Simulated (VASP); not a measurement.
# AgPd2 (I4/mmm) in VASP: single point with PBE

Aim: the single point of AgPd2 with PBE.

Everything below comes from runs of VASP 6.6.1. Logs are shortened: lines on timing, memory, paths and dates and some standing lists are left out, and cuts for length are marked.

## 1. The cell of the first run

It takes space group I4/mmm (No. 139, tetragonal). The conventional cell has a = 3.300 Å, b = 3.300 Å, c = 8.961 Å, α = 90.00°, β = 90.00°, γ = 90.00°. Within 3.7 Å of Ag (site symmetry 4/mmm) lie 10 Pd at 2.79 to 2.96 Å and 4 Ag at 3.30 Å. Within 3.6 Å of Pd (site symmetry 4mm) lie 9 Pd at 2.74 to 3.30 Å and 5 Ag at 2.79 to 2.96 Å.

## 2. Single point, PBE

Input file INCAR:

```
SYSTEM = AgPd2
PREC = Accurate ; ENCUT = 520
EDIFF = 1E-7 ; ISMEAR = 0
SIGMA = 0.1 ; LREAL = .FALSE.
LASPH = .TRUE. ; NELM = 80
ALGO = Fast ; ISIF = 2
LWAVE = .FALSE. ; LCHARG = .FALSE.
GGA = PE ; NBANDS = 22
```

Input file KPOINTS:

```
Automatic mesh
0
G
  20 20 20
  0 0 0
```

Input file POSCAR:

```
AgPd2
1.0
   -1.6498155454      1.6498155454      4.4804241317
    1.6498155454     -1.6498155454      4.4804241317
    1.6498155454      1.6498155454     -4.4804241317
Ag Pd
1 2
Direct
    0.0000000000      0.0000000000      0.0000000000
    0.6700356131      0.6700356131      0.0000000000
    0.3299643869      0.3299643869      0.0000000000
```

Potentials or basis: VASP PAW PBE potentials, release 64 (Ag, Pd).

Command:

```console
> cat potpaw_PBE.64/Ag/POTCAR potpaw_PBE.64/Pd/POTCAR > POTCAR
> mpirun -np 1 vasp_std > vasp.out
```

OUTCAR:

```text
SYSTEM = AgPd2
   PREC = Accurate
   ENCUT = 520
   EDIFF = 1E-7
   ISMEAR = 0
   LREAL = .FALSE.
   LASPH = .TRUE.
   NELM = 80
   ISIF = 2
   GGA = PE

 ion  position               nearest neighbor table
   1  0.000  0.000  0.000-   2 2.79   2 2.79   2 2.79   3 2.79   2 2.79   3 2.79   3 2.79   3 2.79
                             2 2.96   3 2.96
   2  0.670  0.670  0.000-   3 2.74   3 2.74   3 2.74   3 2.74   1 2.79   1 2.79   1 2.79   1 2.79
                             1 2.96   3 3.05
   3  0.330  0.330  0.000-   2 2.74   2 2.74   2 2.74   2 2.74   1 2.79   1 2.79   1 2.79   1 2.79
                             1 2.96   2 3.05

  LATTYP: Found a body centered tetragonal cell.
 ALAT       =     3.2996310908
 C/A-ratio  =     2.7157121559

  Lattice vectors:

 A1 = (  -1.6498155454,   1.6498155454,   4.4804241317)
 A2 = (   1.6498155454,  -1.6498155454,   4.4804241317)
 A3 = (   1.6498155454,   1.6498155454,  -4.4804241317)

Analysis of symmetry for initial positions (statically):
=====================================================================
 Subroutine PRICEL returns:
 Original cell was already a primitive cell.

 Routine SETGRP: Setting up the symmetry group for a
 body centered tetragonal supercell.

 Subroutine GETGRP returns: Found 16 space group operations
 (whereof 16 operations were pure point group operations)
 out of a pool of 16 trial point group operations.

The static configuration has the point symmetry D_4h.

Analysis of symmetry for dynamics (positions and initial velocities):
=====================================================================
 Subroutine PRICEL returns:
 Original cell was already a primitive cell.

 Routine SETGRP: Setting up the symmetry group for a
 body centered tetragonal supercell.

 Subroutine GETGRP returns: Found 16 space group operations
 (whereof 16 operations were pure point group operations)
 out of a pool of 16 trial point group operations.

The dynamic configuration has the point symmetry D_4h.

 Subroutine INISYM returns: Found 16 space group operations
 (whereof 16 operations are pure point group operations),
 and found     1 'primitive' translations

----------------------------------------------------------------------------------------

                                     Primitive cell

  volume of cell :      48.7809

  direct lattice vectors                    reciprocal lattice vectors
    -1.649815545  1.649815545  4.480424132     0.000000000  0.303064183  0.111596578
     1.649815545 -1.649815545  4.480424132     0.303064183  0.000000000  0.111596578
     1.649815545  1.649815545 -4.480424132     0.303064183  0.303064183  0.000000000

  length of vectors
     5.051532744  5.051532744  5.051532744     0.322957730  0.322957730  0.428597478

  position of ions in fractional coordinates (direct lattice)
     0.000000000  0.000000000  0.000000000
     0.670035613  0.670035613  0.000000000
     0.329964387  0.329964387  0.000000000

  ion indices of the primitive-cell ions
   primitive index   ion index
                 1           1
                 2           2
                 3           3

----------------------------------------------------------------------------------------

 KPOINTS: Automatic mesh

Automatic generation of k-mesh.
 Grid dimensions read from file:
 generate k-points for:   20   20   20

 Generating k-lattice:

  Cartesian coordinates                     Fractional coordinates (reciprocal lattice)
     0.000000000  0.015153209  0.005579829     0.050000000 -0.000000000  0.000000000
     0.015153209  0.000000000  0.005579829    -0.000000000  0.050000000  0.000000000
     0.015153209  0.015153209  0.000000000     0.000000000  0.000000000  0.050000000

  Length of vectors
     0.016147886  0.016147886  0.021429874

  Shift w.r.t. Gamma in fractional coordinates (k-lattice)
     0.000000000  0.000000000  0.000000000

 Subroutine IBZKPT returns following result:
 ===========================================

 Found    641 irreducible k-points:

 Following reciprocal coordinates:
            Coordinates               Weight
  0.000000  0.000000  0.000000      1.000000
  0.050000 -0.000000  0.000000      8.000000
  0.100000  0.000000 -0.000000      8.000000
  0.150000 -0.000000  0.000000      8.000000
  0.200000  0.000000 -0.000000      8.000000
  0.250000 -0.000000  0.000000      8.000000
[... 16 lines left out ...]
 -0.400000  0.050000  0.000000     16.000000
 -0.350000  0.050000 -0.000000     16.000000
 [... further k-points ...]
   k-points           NKPTS =    641   k-points in BZ     NKDIM =    641   number of bands    NBANDS=     22
   number of dos      NEDOS =    301   number of ions     NIONS =      3
   total plane-waves  NPLWV =  64000
   dimension x,y,z NGX =    40 NGY =   40 NGZ =   40
   dimension x,y,z NGXF=    80 NGYF=   80 NGZF=   80
   ions per type =               1   2
   NGX,Y,Z   is equivalent  to a cutoff of  13.16, 13.16, 13.16 a.u.
   NGXF,Y,Z  is equivalent  to a cutoff of  26.33, 26.33, 26.33 a.u.
 SYSTEM =  AgPd2
   PREC   = accura    normal or accurate (medium, high low for compatibility)
   ISTART =      0    job   : 0-new  1-cont  2-samecut
   ICHARG =      2    charge: 1-file 2-atom 10-const
   ISPIN  =      1    spin polarized calculation?
   LNONCOLLINEAR =      F non collinear calculations
   LSORBIT =      F    spin-orbit coupling
   LASPH  =      T    aspherical Exc in radial PAW
   ENCUT  =  520.0 eV  38.22 Ry    6.18 a.u.   9.39  9.39  9.39*2*pi/ulx,y,z
   NELM   =     80;   NELMIN=  2; NELMDL= -5     # of ELM steps
   EDIFF  = 0.1E-06   stopping-criterion for ELM
   LREAL  =      F    real-space projection
   EDIFFG = 0.1E-05   stopping-criterion for IOM
   NSW    =      0    number of steps for IOM
   IBRION =     -1    ionic relax: 0-MD 1-quasi-New 2-CG
   NFREE  =      0    steps in history (QN), initial steepest desc. (CG)
   ISIF   =      2    stress and relaxation
   ISYM   =      2    0-nonsym 1-usesym 2-fastsym
   POTIM  = 0.5000    time-step for ionic-motion
   TEBEG  =    0.0;   TEEND  =   0.0 temperature during run
   PSTRESS=    0.0 pullay stress
   NELECT =      31.0000    total number of electrons
   NUPDOWN=      -1.0000    fix difference up-down
   EMIN   =  10.00;   EMAX   =-10.00  energy-range for DOS
   EFERMI =   0.00;   METHOD = LEGACY
   ISMEAR =     0;   SIGMA  =   0.10  broadening in eV -4-tet -1-fermi 0-gaus
   EFERMI_NEDOS =   21; number of points for ismear=-14 and -15
   IALGO  =     68    algorithm
   IMIX   =      4    mixing-type and parameters
     AMIX     =   0.40;   BMIX     =  1.00
     AMIX_MAG =   1.60;   BMIX_MAG =  1.00
  volume/ion in A,a.u.               =      16.26       109.73
  Fermi-wavevector in a.u.,A,eV,Ry     =   1.407490  2.659771 26.953537  1.981029
  Thomas-Fermi vector in A             =   2.529744
   LORBIT       =      0    0 simple, 1 ext, 2 COOP (PROOUT), +10 PAW based schemes
   GGA     = PE    functional components
   LHFCALC =     F    Hartree Fock is set to
   AEXX    =    0.0000 exact exchange contribution
   IVDW    =     0    specifies the selected vdW correction
   LEPSILON=     F    determine dielectric tensor
   LRPA    =     F    only Hartree local field effects (RPA)
 non-spin polarized calculation
 RMM-DIIS sequential band-by-band and
 Gauss-broadening in eV      SIGMA  =   0.10
  energy-cutoff  :      520.00
  volume of cell :       48.78
 maximum number of plane-waves:      1336
 NGX is ok and might be reduce to    40
   NGX = 19   NGY = 19   NGZ = 19

 number of electron      31.0000002 magnetization

 Free energy of the ion-electron system (eV)
  ---------------------------------------------------
  ext. energy  EPLUGINS =         0.00000000
  ---------------------------------------------------
  free energy    TOTEN  =       -13.06159425 eV

  energy without entropy =      -13.04097111  energy(sigma->0) =      -13.05128268

 E-fermi :   8.1990     XC(G=0): -12.5322

 val. band max:        8.1988403303   @ k =  -0.1000   0.3000   0.1000
 cond. band min:       8.1997560263   @ k =  -0.4000  -0.4500   0.3500
 fundamental gap:      0.0009156960
 Fermi energy:         8.1989636264

 k-point     1 :       0.0000    0.0000    0.0000
  band No.  band energies     occupation
      1       1.5408      2.00000
      2       3.5748      2.00000
      3       3.7847      2.00000
      4       4.4512      2.00000
      5       4.6328      2.00000
      6       4.6328      2.00000
[... 14 lines left out ...]
     21      19.9589      0.00000
     22      19.9589      0.00000

 k-point     2 :       0.0500   -0.0000    0.0000
  band No.  band energies     occupation
      1       1.5875      2.00000
      2       3.5798      2.00000
      3       3.7914      2.00000
      4       4.4494      2.00000
      5       4.5014      2.00000
      6       4.6264      2.00000
[... 14 lines left out ...]
     21      19.7460      0.00000
     22      20.2978      0.00000

 k-point     3 :       0.1000    0.0000   -0.0000
  band No.  band energies     occupation
      1       1.7261      2.00000
      2       3.5867      2.00000
      3       3.8210      2.00000
      4       4.3380      2.00000
      5       4.4411      2.00000
      6       4.6041      2.00000
[... 14 lines left out ...]
     21      19.4329      0.00000
     22      20.7311      0.00000
[... 476 lines left out ...]
 k-point    23 :      -0.4000    0.0500    0.0000
  band No.  band energies     occupation
      1       3.2300      2.00000
      2       3.5115      2.00000
      3       3.8779      2.00000
      4       3.9360      2.00000
      5       4.2754      2.00000
      6       4.5410      2.00000
[... 14 lines left out ...]
     21      20.6538      0.00000
     22      22.2225      0.00000

 k-point    24 :      -0.3500    0.0500   -0.0000
  band No.  band energies     occupation
      1       3.3146      2.00000
      2       3.3475      2.00000
      3       3.7746      2.00000
      4       4.0121      2.00000
      5       4.3051      2.00000
      6       4.4500      2.00000
[... 14 lines left out ...]
     21      20.1153      0.00000
     22      21.9602      0.00000

 [... further k-points ...]

------------------------ aborting loop because EDIFF is reached ----------------------------------------

  FORCE on cell =-STRESS in cart. coord.  units (eV):
  Direction    XX          YY          ZZ          XY          YZ          ZX
  --------------------------------------------------------------------------------------
  -------------------------------------------------------------------------------------
  Total       -0.0645108     -0.0645108     -0.0657948      0.0000000      0.0000000      0.0000000
  in kB       -2.1188140     -2.1188140     -2.1609859      0.0000000      0.0000000      0.0000000
  external PRESSURE =      -2.1328713 kB  Pullay stress =       0.0000000 kB

 VOLUME and BASIS-vectors are now :
 -----------------------------------------------------------------------------
  energy-cutoff  :      520.00
  volume of cell :       48.78
      direct lattice vectors                 reciprocal lattice vectors
    -1.649815545  1.649815545  4.480424132     0.000000000  0.303064183  0.111596578
     1.649815545 -1.649815545  4.480424132     0.303064183  0.000000000  0.111596578
     1.649815545  1.649815545 -4.480424132     0.303064183  0.303064183  0.000000000

 POSITION                                       TOTAL-FORCE (eV/Angst)
 -----------------------------------------------------------------------------------
      0.00000      0.00000      0.00000        -0.000000     -0.000000     -0.000000
      0.00000      0.00000      6.00409        -0.000000     -0.000000      0.013123
      0.00000      0.00000      2.95676         0.000000      0.000000     -0.013123
 -----------------------------------------------------------------------------------
    total drift:                               -0.000000      0.000000     -0.000000

  FREE ENERGIE OF THE ION-ELECTRON SYSTEM (eV)
  ---------------------------------------------------
  free  energy   TOTEN  =       -13.0615942520 eV

  energy  without entropy=      -13.0409711132  energy(sigma->0) =      -13.05128268
```

Run time: 22 min. Hardware: 1 thread of Intel Xeon Platinum 8488C (Sapphire Rapids), shared host; peak memory 0.79 GiB.

Results:

```yaml
Free_energy: -13.0616 eV
Pressure: -0.2 GPa
Largest_force: 0.013 eV/Å
Band_gap_on_the_k_mesh: zero (an odd number of electrons rules out a gap without spin polarisation)
```

Forces on the atoms (eV/Å):
```
Ag   0.000  0.000  0.000
Pd   0.000  0.000  0.013
Pd   0.000  0.000 -0.013
```
